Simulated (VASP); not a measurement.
# HgTe (F-43m) in VASP: a series of runs

The runs below take HgTe through single point, relaxation of cell and atoms, with PBEsol.

Program: VASP 6.6.1. These are calculated values, not measurements. Logs are shortened: lines on timing, memory, paths and dates and some standing lists are left out, and cuts for length are marked.

## (1) The cell of the first run

The structure is cubic, space group F-43m (No. 216). The conventional cell has a = 6.502 Å, b = 6.502 Å, c = 6.502 Å, α = 90.00°, β = 90.00°, γ = 90.00°. Within 3.7 Å of Hg (site symmetry -43m) lie 4 Te at 2.82 Å. Within 3.7 Å of Te (site symmetry -43m) lie 4 Hg at 2.82 Å.

## (2) Single point, PBEsol

Contents of INCAR:

```
PREC = Accurate
ENCUT = 520
EDIFF = 1E-6
ISMEAR = 0
SIGMA = 0.1
LREAL = F
LASPH = T
NELM = 80
ALGO = Normal
ISIF = 2
LWAVE = F
LCHARG = F
GGA = PS
NBANDS = 16
```

Contents of KPOINTS:

```
regular mesh
0
Gamma
  6 6 6
```

Contents of POSCAR:

```
HgTe
1.0
    0.0000000000      3.2508958358      3.2508958358
    3.2508958358      0.0000000000      3.2508958358
    3.2508958358      3.2508958358      0.0000000000
Hg Te
1 1
Direct
    0.0000000000      0.0000000000      0.0000000000
    0.2500000000      0.2500000000      0.2500000000
```

Potentials or basis: VASP PAW PBE potentials, release 64 (Hg, Te).

Launch:

```
$ cat potpaw_PBE.64/Hg/POTCAR potpaw_PBE.64/Te/POTCAR > POTCAR
$ mpirun -np 1 vasp_std > vasp.out
```

OUTCAR:

```text
PREC = Accurate
   ENCUT = 520
   EDIFF = 1E-6
   ISMEAR = 0
   LREAL = F
   LASPH = T
   NELM = 80
   ISIF = 2
   GGA = PS

 ion  position               nearest neighbor table
   1  0.000  0.000  0.000-   2 2.82   2 2.82   2 2.82   2 2.82
   2  0.250  0.250  0.250-   1 2.82   1 2.82   1 2.82   1 2.82

  LATTYP: Found a face centered cubic cell.
 ALAT       =     6.5017916716

  Lattice vectors:

 A1 = (   0.0000000000,   3.2508958358,   3.2508958358)
 A2 = (   3.2508958358,   0.0000000000,   3.2508958358)
 A3 = (   3.2508958358,   3.2508958358,   0.0000000000)

Analysis of symmetry for initial positions (statically):
=====================================================================
 Subroutine PRICEL returns:
 Original cell was already a primitive cell.

 Routine SETGRP: Setting up the symmetry group for a
 face centered cubic supercell.

 Subroutine GETGRP returns: Found 24 space group operations
 (whereof 24 operations were pure point group operations)
 out of a pool of 48 trial point group operations.

The static configuration has the point symmetry T_d .

Analysis of symmetry for dynamics (positions and initial velocities):
=====================================================================
 Subroutine PRICEL returns:
 Original cell was already a primitive cell.

 Routine SETGRP: Setting up the symmetry group for a
 face centered cubic supercell.

 Subroutine GETGRP returns: Found 24 space group operations
 (whereof 24 operations were pure point group operations)
 out of a pool of 48 trial point group operations.

The dynamic configuration has the point symmetry T_d .

 Subroutine INISYM returns: Found 24 space group operations
 (whereof 24 operations are pure point group operations),
 and found     1 'primitive' translations

----------------------------------------------------------------------------------------

                                     Primitive cell

  volume of cell :      68.7130

  direct lattice vectors                    reciprocal lattice vectors
     0.000000000  3.250895836  3.250895836    -0.153803759  0.153803759  0.153803759
     3.250895836  0.000000000  3.250895836     0.153803759 -0.153803759  0.153803759
     3.250895836  3.250895836  0.000000000     0.153803759  0.153803759 -0.153803759

  length of vectors
     4.597460981  4.597460981  4.597460981     0.266395925  0.266395925  0.266395925

  position of ions in fractional coordinates (direct lattice)
     0.000000000  0.000000000  0.000000000
     0.250000000  0.250000000  0.250000000

  ion indices of the primitive-cell ions
   primitive index   ion index
                 1           1
                 2           2

----------------------------------------------------------------------------------------

 KPOINTS: regular mesh

Automatic generation of k-mesh.
 Grid dimensions read from file:
 generate k-points for:    6    6    6

 Generating k-lattice:

  Cartesian coordinates                     Fractional coordinates (reciprocal lattice)
    -0.025633960  0.025633960  0.025633960     0.166666667  0.000000000  0.000000000
     0.025633960 -0.025633960  0.025633960     0.000000000  0.166666667  0.000000000
     0.025633960  0.025633960 -0.025633960     0.000000000  0.000000000  0.166666667

  Length of vectors
     0.044399321  0.044399321  0.044399321

  Shift w.r.t. Gamma in fractional coordinates (k-lattice)
     0.000000000  0.000000000  0.000000000

 Subroutine IBZKPT returns following result:
 ===========================================

 Found     16 irreducible k-points:

 Following reciprocal coordinates:
            Coordinates               Weight
  0.000000  0.000000  0.000000      1.000000
  0.166667  0.000000  0.000000      8.000000
  0.333333  0.000000  0.000000      8.000000
  0.500000  0.000000  0.000000      4.000000
  0.166667  0.166667  0.000000      6.000000
  0.333333  0.166667  0.000000     24.000000
[... 8 lines left out ...]
 -0.333333  0.333333  0.166667     24.000000
 -0.333333  0.500000  0.166667     12.000000
   k-points           NKPTS =     16   k-points in BZ     NKDIM =     16   number of bands    NBANDS=     16
   number of dos      NEDOS =    301   number of ions     NIONS =      2
   total plane-waves  NPLWV =  46656
   dimension x,y,z NGX =    36 NGY =   36 NGZ =   36
   dimension x,y,z NGXF=    72 NGYF=   72 NGZF=   72
   ions per type =               1   1
   NGX,Y,Z   is equivalent  to a cutoff of  13.02, 13.02, 13.02 a.u.
   NGXF,Y,Z  is equivalent  to a cutoff of  26.04, 26.04, 26.04 a.u.
 SYSTEM =  unknown system
   PREC   = accura    normal or accurate (medium, high low for compatibility)
   ISTART =      0    job   : 0-new  1-cont  2-samecut
   ICHARG =      2    charge: 1-file 2-atom 10-const
   ISPIN  =      1    spin polarized calculation?
   LNONCOLLINEAR =      F non collinear calculations
   LSORBIT =      F    spin-orbit coupling
   LASPH  =      T    aspherical Exc in radial PAW
   ENCUT  =  520.0 eV  38.22 Ry    6.18 a.u.   8.55  8.55  8.55*2*pi/ulx,y,z
   NELM   =     80;   NELMIN=  2; NELMDL= -5     # of ELM steps
   EDIFF  = 0.1E-05   stopping-criterion for ELM
   LREAL  =      F    real-space projection
   EDIFFG = 0.1E-04   stopping-criterion for IOM
   NSW    =      0    number of steps for IOM
   IBRION =     -1    ionic relax: 0-MD 1-quasi-New 2-CG
   NFREE  =      0    steps in history (QN), initial steepest desc. (CG)
   ISIF   =      2    stress and relaxation
   ISYM   =      2    0-nonsym 1-usesym 2-fastsym
   POTIM  = 0.5000    time-step for ionic-motion
   TEBEG  =    0.0;   TEEND  =   0.0 temperature during run
   PSTRESS=    0.0 pullay stress
   NELECT =      18.0000    total number of electrons
   NUPDOWN=      -1.0000    fix difference up-down
   EMIN   =  10.00;   EMAX   =-10.00  energy-range for DOS
   EFERMI =   0.00;   METHOD = LEGACY
   ISMEAR =     0;   SIGMA  =   0.10  broadening in eV -4-tet -1-fermi 0-gaus
   EFERMI_NEDOS =   21; number of points for ismear=-14 and -15
   IALGO  =     38    algorithm
   IMIX   =      4    mixing-type and parameters
     AMIX     =   0.40;   BMIX     =  1.00
     AMIX_MAG =   1.60;   BMIX_MAG =  1.00
  volume/ion in A,a.u.               =      34.36       231.85
  Fermi-wavevector in a.u.,A,eV,Ry     =   1.047497  1.979482 14.928980  1.097249
  Thomas-Fermi vector in A             =   2.182379
   LORBIT       =      0    0 simple, 1 ext, 2 COOP (PROOUT), +10 PAW based schemes
   GGA     = PS    functional components
   LHFCALC =     F    Hartree Fock is set to
   AEXX    =    0.0000 exact exchange contribution
   IVDW    =     0    specifies the selected vdW correction
   LEPSILON=     F    determine dielectric tensor
   LRPA    =     F    only Hartree local field effects (RPA)
 non-spin polarized calculation
 Gauss-broadening in eV      SIGMA  =   0.10
  energy-cutoff  :      520.00
  volume of cell :       68.71
 maximum number of plane-waves:      1874
 NGX is ok and might be reduce to    36
   NGX = 17   NGY = 17   NGZ = 17

 number of electron      18.0000002 magnetization

 Free energy of the ion-electron system (eV)
  ---------------------------------------------------
  ext. energy  EPLUGINS =         0.00000000
  ---------------------------------------------------
  free energy    TOTEN  =        -4.36431529 eV

  energy without entropy =       -4.36360090  energy(sigma->0) =       -4.36395810

 E-fermi :   2.8048     XC(G=0):  -8.8550

 val. band max:        2.7742916190   @ k =   0.0000   0.0000   0.0000
 cond. band min:       3.4079570317   @ k =   0.5000   0.0000   0.0000
 fundamental gap:      0.6336654127
 Fermi energy:         2.8047536536

 k-point     1 :       0.0000    0.0000    0.0000
  band No.  band energies     occupation
      1      -9.1236      2.00000
      2      -4.4746      2.00000
      3      -4.4746      2.00000
      4      -4.4746      2.00000
      5      -3.9607      2.00000
      6      -3.9607      2.00000
[... 8 lines left out ...]
     15      12.2839      0.00000
     16      12.2839      0.00000

 k-point     2 :       0.1667    0.0000    0.0000
  band No.  band energies     occupation
      1      -8.9942      2.00000
      2      -4.4396      2.00000
      3      -4.4396      2.00000
      4      -4.4204      2.00000
      5      -3.9635      2.00000
      6      -3.9635      2.00000
[... 8 lines left out ...]
     15      11.2763      0.00000
     16      11.2763      0.00000

 k-point     3 :       0.3333    0.0000    0.0000
  band No.  band energies     occupation
      1      -8.7162      2.00000
      2      -4.3789      2.00000
      3      -4.3789      2.00000
      4      -4.1396      2.00000
      5      -3.9547      2.00000
      6      -3.9547      2.00000
[... 8 lines left out ...]
     15      11.5833      0.00000
     16      11.5833      0.00000

 k-point     4 :       0.5000    0.0000    0.0000
  band No.  band energies     occupation
      1      -8.5668      2.00000
      2      -4.3553      2.00000
      3      -4.3553      2.00000
      4      -3.9407      2.00000
      5      -3.9407      2.00000
      6      -3.6704      2.00000
[... 8 lines left out ...]
     15      12.7487      0.00000
     16      12.7487      0.00000
[... 172 lines left out ...]
 k-point    14 :       0.5000    0.3333    0.1667
  band No.  band energies     occupation
      1      -8.5241      2.00000
      2      -4.3102      2.00000
      3      -4.2829      2.00000
      4      -4.1097      2.00000
      5      -3.9377      2.00000
      6      -3.8225      2.00000
[... 8 lines left out ...]
     15      12.9019      0.00000
     16      13.7393      0.00000

 k-point    15 :      -0.3333    0.3333    0.1667
  band No.  band energies     occupation
      1      -8.4229      2.00000
      2      -4.2866      2.00000
      3      -4.2519      2.00000
      4      -4.0094      2.00000
      5      -3.9706      2.00000
      6      -3.5186      2.00000
[... 8 lines left out ...]
     15      12.9948      0.00000
     16      13.7081      0.00000

 k-point    16 :      -0.3333    0.5000    0.1667
  band No.  band energies     occupation
      1      -8.3726      2.00000
      2      -4.2666      2.00000
      3      -4.1992      2.00000
      4      -4.0779      2.00000
      5      -3.9440      2.00000
      6      -3.4103      2.00000
[... 8 lines left out ...]
     15      13.5828      0.00000
     16      13.8343      0.00000

------------------------ aborting loop because EDIFF is reached ----------------------------------------

  FORCE on cell =-STRESS in cart. coord.  units (eV):
  Direction    XX          YY          ZZ          XY          YZ          ZX
  --------------------------------------------------------------------------------------
  -------------------------------------------------------------------------------------
  Total        0.1396545      0.1396545      0.1396545     -0.0000000      0.0000000     -0.0000000
  in kB        3.2563136      3.2563136      3.2563136     -0.0000000      0.0000000     -0.0000000
  external PRESSURE =       3.2563136 kB  Pullay stress =       0.0000000 kB

 VOLUME and BASIS-vectors are now :
 -----------------------------------------------------------------------------
  energy-cutoff  :      520.00
  volume of cell :       68.71
      direct lattice vectors                 reciprocal lattice vectors
     0.000000000  3.250895836  3.250895836    -0.153803759  0.153803759  0.153803759
     3.250895836  0.000000000  3.250895836     0.153803759 -0.153803759  0.153803759
     3.250895836  3.250895836  0.000000000     0.153803759  0.153803759 -0.153803759

 POSITION                                       TOTAL-FORCE (eV/Angst)
 -----------------------------------------------------------------------------------
      0.00000      0.00000      0.00000         0.000000     -0.000000      0.000000
      1.62545      1.62545      1.62545        -0.000000      0.000000     -0.000000
 -----------------------------------------------------------------------------------
    total drift:                               -0.000000     -0.000000     -0.000000

  FREE ENERGIE OF THE ION-ELECTRON SYSTEM (eV)
  ---------------------------------------------------
  free  energy   TOTEN  =        -4.3643152919 eV

  energy  without entropy=       -4.3636009007  energy(sigma->0) =       -4.36395810
```

It took 17 s on 1 thread of Intel Xeon 6975P-C, shared host; peak memory 0.21 GiB.

Results:

```yaml
Free_energy: -4.3643 eV
Pressure: 0.3 GPa
Band_gap_on_the_k_mesh: zero (filled and empty bands touch)
```

Levels at points of the mesh, in eV from the Fermi level:
```
           k point  band 7  band 8  band 9  band 10  band 11  band 12
(0.00, 0.00, 0.00)   -0.88   -0.03   -0.03    -0.03     4.18     4.18
(0.50, 0.00, 0.00)   -5.46   -0.99   -0.99     0.60     4.96     4.96
(0.50, 0.50, 0.00)   -5.41   -2.25   -2.25     1.82     2.39     8.01
```

Caveat: the PAW data sets were made with another functional, which shifts forces and pressure a little; spin-orbit coupling is left out, which moves the levels of the heavy elements.

## (3) Relaxation of cell and atoms, PBEsol

This run uses another cell than the first one, of 27.16 Å³/atom, 0.790 times its volume.

Contents of INCAR:

```
SYSTEM = HgTe
ALGO = Normal
EDIFF = 1E-6
EDIFFG = -0.05
ENCUT = 600
GGA = PS
IBRION = 2
ISIF = 3
ISMEAR = 0
LASPH = .True.
LCHARG = .False.
LREAL = .False.
LWAVE = .False.
NELM = 100
NSW = 80
PREC = Accurate
SIGMA = 0.1
```

Contents of KPOINTS:

```
k-points
0
Gamma
  6 6 6
  0 0 0
```

Contents of POSCAR:

```
HgTe
1.0
    0.0000000000      3.0057586519      3.0057586519
    3.0057586519      0.0000000000      3.0057586519
    3.0057586519      3.0057586519      0.0000000000
Hg Te
1 1
Direct
    0.0000000000      0.0000000000      0.0000000000
    0.2500000000      0.2500000000      0.2500000000
```

Potentials or basis: VASP PAW PBE potentials, release 64 (Hg, Te).

Launch:

```
$ cat potpaw_PBE.64/Hg/POTCAR potpaw_PBE.64/Te/POTCAR > POTCAR
$ mpirun -np 1 vasp_std > vasp.out
```

OUTCAR:

```text
SYSTEM = HgTe
   EDIFF = 1E-6
   EDIFFG = -0.05
   ENCUT = 600
   GGA = PS
   IBRION = 2
   ISIF = 3
   ISMEAR = 0
   LASPH = .True.
   LREAL = .False.
   NELM = 100
   NSW = 80
   PREC = Accurate

 ion  position               nearest neighbor table
   1  0.000  0.000  0.000-   2 2.60   2 2.60   2 2.60   2 2.60
   2  0.250  0.250  0.250-   1 2.60   1 2.60   1 2.60   1 2.60

  LATTYP: Found a face centered cubic cell.
 ALAT       =     6.0115173038

  Lattice vectors:

 A1 = (   0.0000000000,   3.0057586519,   3.0057586519)
 A2 = (   3.0057586519,   0.0000000000,   3.0057586519)
 A3 = (   3.0057586519,   3.0057586519,   0.0000000000)

Analysis of symmetry for initial positions (statically):
=====================================================================
 Subroutine PRICEL returns:
 Original cell was already a primitive cell.

 Routine SETGRP: Setting up the symmetry group for a
 face centered cubic supercell.

 Subroutine GETGRP returns: Found 24 space group operations
 (whereof 24 operations were pure point group operations)
 out of a pool of 48 trial point group operations.

The static configuration has the point symmetry T_d .

Analysis of symmetry for dynamics (positions and initial velocities):
=====================================================================
[... 147 lines left out ...]
  ext. energy  EPLUGINS =         0.00000000
  ---------------------------------------------------
  free energy    TOTEN  =        -3.66701983 eV

  energy without entropy =       -3.66630550  energy(sigma->0) =       -3.66666267

------------------------ aborting loop because EDIFF is reached ----------------------------------------

  FORCE on cell =-STRESS in cart. coord.  units (eV):
  Direction    XX          YY          ZZ          XY          YZ          ZX
  --------------------------------------------------------------------------------------
  -------------------------------------------------------------------------------------
  Total        6.4727568      6.4727568      6.4727568      0.0000000      0.0000000      0.0000000
  in kB      190.9446781    190.9446781    190.9446781      0.0000000      0.0000000      0.0000000
  external PRESSURE =     190.9446781 kB  Pullay stress =       0.0000000 kB
[... 59 lines left out ...]
--------------------------------------- Ionic step        3  -------------------------------------------

 number of electron      18.0000002 magnetization

 Free energy of the ion-electron system (eV)
  ---------------------------------------------------
  ext. energy  EPLUGINS =         0.00000000
  ---------------------------------------------------
  free energy    TOTEN  =        -4.36197602 eV

  energy without entropy =       -4.36126154  energy(sigma->0) =       -4.36161878

 E-fermi :   2.7158     XC(G=0):  -8.8150

 val. band max:        2.6853609923   @ k =   0.0000   0.0000   0.0000
 cond. band min:       3.3191052309   @ k =   0.5000   0.0000   0.0000
 fundamental gap:      0.6337442386
 Fermi energy:         2.7158251458

 k-point     1 :       0.0000    0.0000    0.0000
  band No.  band energies     occupation
      1      -9.1519      2.00000
      2      -4.5149      2.00000
      3      -4.5149      2.00000
      4      -4.5149      2.00000
      5      -4.0113      2.00000
      6      -4.0113      2.00000
      7       1.8165      2.00000
      8       2.6854      1.33341
      9       2.6854      1.33341
     10       2.6854      1.33341
     11       6.9084      0.00000
     12       6.9084      0.00000
     13       6.9084      0.00000
[... 267 lines left out ...]
  FREE ENERGIE OF THE ION-ELECTRON SYSTEM (eV)
  ---------------------------------------------------
  free  energy   TOTEN  =        -4.3619760178 eV

  energy  without entropy=       -4.3612615418  energy(sigma->0) =       -4.36161878

 reached required accuracy - stopping structural energy minimisation
```

OSZICAR:

```text
N       E                     dE             d eps       ncg     rms          rms(c)
DAV:   1     0.120123546864E+03    0.12012E+03   -0.94128E+03   424   0.140E+03
DAV:   2     0.488856884065E+00   -0.11963E+03   -0.11358E+03   456   0.295E+02
DAV:   3    -0.392819845528E+01   -0.44171E+01   -0.43740E+01   516   0.569E+01
[... 31 lines left out ...]
DAV:   6    -0.436159280048E+01   -0.69289E-03   -0.29394E-03   497   0.513E-01    0.277E-01
DAV:   7    -0.436194046883E+01   -0.34767E-03   -0.50807E-04   466   0.221E-01    0.758E-02
DAV:   8    -0.436196613856E+01   -0.25670E-04   -0.36308E-05   466   0.443E-02    0.163E-02
DAV:   9    -0.436197511958E+01   -0.89810E-05   -0.10300E-05   476   0.280E-02    0.734E-03
DAV:  10    -0.436197601779E+01   -0.89822E-06   -0.10389E-06   366   0.114E-02
   3 F= -.43619760E+01 E0= -.43616188E+01  d E =-.694956E+00
```

It took 44 s on 1 thread of Intel Xeon 6975P-C, shared host; peak memory 0.22 GiB.

What came out:

- Free energy: -4.3620 eV
- Relaxed volume: 34.66 Å³/atom
- Relaxed cell: a = 4.611 Å, b = 4.611 Å, c = 4.611 Å, α = 60.00°, β = 60.00°, γ = 60.00°
- Space group after relaxing (to 0.05 Å): F-43m (No. 216)
- Energy gained by relaxing: 347.5 meV/atom
- Ionic steps: 3
- Pressure after relaxing: 0.0 GPa
- Band gap on the k mesh: zero (filled and empty bands touch)

Step by step:
```tsv
step	energy change (eV)	largest force (eV/Å)	pressure (GPa)	volume (Å³)
1	0.0000	0.0000	19.09	54.31
2	-0.4224	0.0000	-4.85	83.93
3	-0.6950	0.0000	-0.04	69.31
```

Final structure:
```
Hg Te
1.0
     0.00000    3.26028    3.26028
     3.26028    0.00000    3.26028
     3.26028    3.26028    0.00000
Hg Te
1 1
Cartesian
  0.0000 0.0000 0.0000
  1.6301 1.6301 1.6301
```

Caveat: the volume moved by over 15 % at a fixed basis, so the end points are rough; the PAW data sets were made with another functional, which shifts forces and pressure a little; spin-orbit coupling is left out, which moves the levels of the heavy elements.
